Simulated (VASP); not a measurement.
# PbSe in VASP: a series of runs, part 2 of 2

VASP 6.6.1. The steps go on from the part before.

### Step 3. Single point, PBE (uniaxial z strain +2.0%)

INCAR

```
PREC = Accurate ; ENCUT = 520
EDIFF = 1E-6 ; ISMEAR = -1
SIGMA = 0.02 ; LREAL = False
LASPH = True ; NELM = 100
ALGO = Normal ; ISIF = 2
LWAVE = False ; LCHARG = False
GGA = PE ; NBANDS = 17
```

KPOINTS

```
regular mesh
0
Gamma
  8 8 8
```

POSCAR

```
PbSe
1.0
    0.0000000000      3.0887022195      3.1504762639
    3.0887022195      0.0000000000      3.1504762639
    3.0887022195      3.0887022195      0.0000000000
Pb Se
1 1
Direct
    0.0000000000      0.0000000000      0.0000000000
    0.5000000000      0.5000000000      0.5000000000
```

Potentials or basis: VASP PAW PBE potentials, release 64 (Pb_d, Se).

On the command line:

```sh
$ cat potpaw_PBE.64/Pb_d/POTCAR potpaw_PBE.64/Se/POTCAR > POTCAR
$ mpirun -np 1 vasp_std > vasp.out
```

Wall time 91 s (1 thread of Intel Xeon 8259CL, shared host); peak memory 0.23 GiB.

Results (log left out):

```yaml
Free_energy: -8.1938 eV
Pressure: 0.0 GPa
Band_gap_on_the_k_mesh: 0.43 eV
```

Stress tensor (GPa, compression positive):
```
 0.67  0.00  0.00
 0.00  0.67  0.00
 0.00  0.00 -1.30
```

Levels at points of the mesh, in eV from the valence-band top:
```
           k point  band 6  band 7  band 8  band 9  band 10  band 11  band 12  band 13  band 14  band 15
(0.00, 0.00, 0.00)  -13.18   -6.35   -1.70   -1.70    -1.53     4.35     4.78     4.78     6.57     6.68
(0.50, 0.00, 0.00)  -12.22   -8.52   -1.29   -1.25     0.00     0.43     1.77     1.87     8.52    10.07
(0.50, 0.50, 0.00)  -11.98   -7.23   -4.54   -2.89    -2.89     3.97     5.53     5.53     5.71    11.24
(0.50, 0.00, 0.50)  -11.89   -7.31   -4.59   -3.03    -2.83     3.90     5.21     5.65     5.96    10.99
```

Caveat: the cell differs from its parent crystal (uniaxial z strain +2.0%); spin-orbit coupling is left out, which moves the levels of the heavy elements. A k mesh can miss the band edges.

### Step 4. Single point, PBE (uniaxial z strain +3.0%)

INCAR

```
ALGO = Normal
EDIFF = 1E-7
ENCUT = 520
GGA = PE
ISIF = 2
ISMEAR = -1
LASPH = True
LCHARG = False
LREAL = False
LWAVE = False
NBANDS = 17
NELM = 60
PREC = Accurate
SIGMA = 0.02
```

KPOINTS

```
k-points
0
Gamma
  8 8 8
```

POSCAR

```
PbSe
1.0
    0.0000000000      3.0887022195      3.1813632861
    3.0887022195      0.0000000000      3.1813632861
    3.0887022195      3.0887022195      0.0000000000
Pb Se
1 1
Direct
    0.0000000000      0.0000000000      0.0000000000
    0.5000000000      0.5000000000      0.5000000000
```

Potentials or basis: VASP PAW PBE potentials, release 64 (Pb_d, Se).

On the command line:

```sh
$ cat potpaw_PBE.64/Pb_d/POTCAR potpaw_PBE.64/Se/POTCAR > POTCAR
$ mpirun -np 1 vasp_std > vasp.out
```

OUTCAR:

```text
EDIFF = 1E-7
   ENCUT = 520
   GGA = PE
   ISIF = 2
   ISMEAR = -1
   LASPH = True
   LREAL = False
   NELM = 60
   PREC = Accurate

 ion  position               nearest neighbor table
   1  0.000  0.000  0.000-   2 3.09   2 3.09   2 3.09   2 3.09   2 3.18   2 3.18
   2  0.500  0.500  0.500-   1 3.09   1 3.09   1 3.09   1 3.09   1 3.18   1 3.18

  LATTYP: Found a body centered tetragonal cell.
 ALAT       =     4.3680845689
 C/A-ratio  =     1.4566399693

  Lattice vectors:

 A1 = (  -3.0887022195,   0.0000000000,   3.1813632861)
 A2 = (   3.0887022195,   0.0000000000,   3.1813632861)
 A3 = (   0.0000000000,   3.0887022195,  -3.1813632861)

Analysis of symmetry for initial positions (statically):
=====================================================================
 Subroutine PRICEL returns:
 Original cell was already a primitive cell.

 Routine SETGRP: Setting up the symmetry group for a
 body centered tetragonal supercell.

 Subroutine GETGRP returns: Found 16 space group operations
 (whereof 16 operations were pure point group operations)
 out of a pool of 16 trial point group operations.

The static configuration has the point symmetry D_4h.

[... 154 lines left out ...]
  ext. energy  EPLUGINS =         0.00000000
  ---------------------------------------------------
  free energy    TOTEN  =        -8.18754520 eV

  energy without entropy =       -8.18754509  energy(sigma->0) =       -8.18754515

 E-fermi :   4.5844     XC(G=0):  -9.2685

 val. band max:        4.3614969533   @ k =   0.5000  -0.0000   0.0000
 cond. band min:       4.8072181970   @ k =   0.5000  -0.0000   0.0000
 fundamental gap:      0.4457212437
 Fermi energy:         4.5843611716

 k-point     1 :       0.0000    0.0000    0.0000
  band No.  band energies     occupation
      1     -12.3745      2.00000
      2     -12.3735      2.00000
      3     -12.3735      2.00000
      4     -12.3631      2.00000
      5     -12.3541      2.00000
      6      -8.7484      2.00000
[... 457 lines left out ...]
      4     -12.3541      2.00000
      5     -12.3400      2.00000
      6      -8.0214      2.00000
[... 9 lines left out ...]
     16      14.0326      0.00000
     17      15.3167      0.00000

 [... further k-points ...]
[... 5 lines left out ...]
  --------------------------------------------------------------------------------------
  -------------------------------------------------------------------------------------
  Total        0.2057997      0.2057997     -0.8315650      0.0000000      0.0000000     -0.0000000
  in kB        5.4320019      5.4320019    -21.9488324      0.0000000      0.0000000     -0.0000000
  external PRESSURE =      -3.6949428 kB  Pullay stress =       0.0000000 kB

 VOLUME and BASIS-vectors are now :
 -----------------------------------------------------------------------------
  energy-cutoff  :      520.00
  volume of cell :       60.70
      direct lattice vectors                 reciprocal lattice vectors
     0.000000000  3.088702220  3.181363286    -0.161880286  0.161880286  0.157165327
     3.088702220  0.000000000  3.181363286     0.161880286 -0.161880286  0.157165327
     3.088702220  3.088702220  0.000000000     0.161880286  0.161880286 -0.157165327

 POSITION                                       TOTAL-FORCE (eV/Angst)
 -----------------------------------------------------------------------------------
      0.00000      0.00000      0.00000         0.000000     -0.000000      0.000000
      3.08870      3.08870      3.18136        -0.000000      0.000000     -0.000000
 -----------------------------------------------------------------------------------
    total drift:                                0.000000      0.000000      0.000000

  FREE ENERGIE OF THE ION-ELECTRON SYSTEM (eV)
  ---------------------------------------------------
  free  energy   TOTEN  =        -8.1875452035 eV

  energy  without entropy=       -8.1875450937  energy(sigma->0) =       -8.18754515
```

Run time: 98 s. Hardware: 1 thread of Intel Xeon 8259CL, shared host; peak memory 0.23 GiB.

What came out:

* Free energy: -8.1875 eV
* Pressure: -0.4 GPa
* Band gap on the k mesh: 0.45 eV

Levels at points of the mesh, in eV from the valence-band top:
```tsv
k point	band 7	band 8	band 9	band 10	band 11	band 12	band 13	band 14
(0.00, 0.00, 0.00)	-6.36	-1.69	-1.69	-1.44	4.20	4.82	4.82	6.55
(0.50, 0.00, 0.00)	-8.48	-1.27	-1.20	0.00	0.45	1.77	1.91	8.50
(0.50, 0.50, 0.00)	-7.19	-4.46	-2.83	-2.83	4.03	5.52	5.52	5.59
(0.50, 0.00, 0.50)	-7.31	-4.52	-3.03	-2.73	3.92	5.05	5.69	5.95
```

Caveat: the cell differs from its parent crystal (uniaxial z strain +3.0%); spin-orbit coupling is left out, which moves the levels of the heavy elements.

### Step 5. The runs side by side

| cell | gap on the mesh (eV) | pressure (GPa) |
| --- | --- | --- |
| a = 4.368 Å, angles 60.0°, 2 atoms | 0.38 | 0.9 |
| a = 4.412, b = 4.412, c = 4.368 Å, angles 60.3, 60.3, 59.3°, 2 atoms | 0.43 | 0.0 |
| a = 4.434, b = 4.434, c = 4.368 Å, angles 60.5, 60.5, 59.0°, 2 atoms | 0.45 | -0.4 |

Alike in all rows: task single point; level PBE; potentials or basis VASP PAW PBE potentials, release 64 (Pb_d, Se); no spin polarisation; k mesh 8 × 8 × 8; cutoff (eV) 520; smearing fermi-dirac 0.02 eV.

Caveats: spin-orbit coupling is left out, which moves the levels of the heavy elements.

Total energies depend on the potentials used, so only differences within one code and one set of settings carry meaning.
